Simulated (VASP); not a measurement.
Set up this calculation in VASP 6.6.1, as the native input.

- Task: relaxation of cell and atoms
- Functional: r2SCAN
- Potentials or basis: VASP PAW PBE potentials, release 64 (Pd)
- Cutoff: 600 eV
- k mesh: 11 × 11 × 11
- Occupations: fermi-dirac, width 0.05 eV
- Spin: no spin polarisation
- Dipole correction: no
- Further INCAR settings: ALGO = Normal; EDIFF = 1e-06; IBRION = 2; EDIFFG = -0.02; NSW = 80; ISIF = 3

Pd:

```xyz
1
Lattice="0.0000 1.9465 1.9465 1.9465 0.0000 1.9465 1.9465 1.9465 0.0000" Properties=species:S:1:pos:R:3 pbc="T T T"
Pd    0.0000    0.0000    0.0000
```

These files were run (other wordings do the same):

POSCAR

```
Pd
1.0
    0.0000000000      1.9465000000      1.9465000000
    1.9465000000      0.0000000000      1.9465000000
    1.9465000000      1.9465000000      0.0000000000
Pd
1
Direct
    0.0000000000      0.0000000000      0.0000000000
```

INCAR.step1

```
ALGO     = Normal         # electronic algorithm
EDIFF    = 1E-4           # SCF threshold, eV
ENCUT    = 600            # plane-wave cutoff, eV
GGA      = PE             # functional
ISMEAR   = -1             # smearing method
LASPH    = True           # aspherical terms in the spheres
LCHARG   = False          # write CHGCAR
LREAL    = False          # projectors in reciprocal space
LWAVE    = True           # write WAVECAR
NELM     = 100            # most SCF steps
PREC     = Accurate       # precision mode
SIGMA    = 0.05           # smearing width, eV
```

INCAR.step2

```
ALGO     = Normal         # electronic algorithm
EDIFF    = 1E-6           # SCF threshold, eV
EDIFFG   = -0.02          # ionic threshold
ENCUT    = 600            # plane-wave cutoff, eV
IBRION   = 2              # ionic algorithm
ISIF     = 3              # what is computed and relaxed
ISMEAR   = -1             # smearing method
ISTART   = 1            
LASPH    = True           # aspherical terms in the spheres
LCHARG   = False          # write CHGCAR
LMIXTAU  = True         
LREAL    = False          # projectors in reciprocal space
LWAVE    = False          # write WAVECAR
METAGGA  = R2SCAN         # meta-GGA
NELM     = 100            # most SCF steps
NSW      = 80             # ionic steps
PREC     = Accurate       # precision mode
SIGMA    = 0.05           # smearing width, eV
```

KPOINTS

```
k-points
0
Gamma
  11 11 11
```

Potentials or basis: VASP PAW PBE potentials, release 64 (Pd).

Launch:

```console
$ cat potpaw_PBE.64/Pd/POTCAR > POTCAR
$ cp INCAR.step1 INCAR
$ mpirun -np 1 vasp_std > vasp.out
$ cp INCAR.step2 INCAR
$ mpirun -np 1 vasp_std > vasp.out
```

It gave:

- Relaxed volume: 15.01 Å³/atom
- Relaxed cell: a = 2.769 Å, b = 2.769 Å, c = 2.769 Å, α = 60.00°, β = 60.00°, γ = 60.00°
- Space group after relaxing (to 0.05 Å): Fm-3m (No. 225)
- Energy gained by relaxing: 2.6 meV/atom
- Ionic steps: 3
- Pressure after relaxing: 0.1 GPa
- Band gap on the k mesh: zero (band 5 reaches 9.57 eV, above the bottom of band 6 at 8.02 eV)

Caveat: the PAW data sets were made with another functional, which shifts forces and pressure a little.

Wall time 46 s on 1 thread of Intel(R) Xeon(R) Platinum 8559C (Emerald Rapids), with other jobs on the host, peak memory 0.15 GiB.
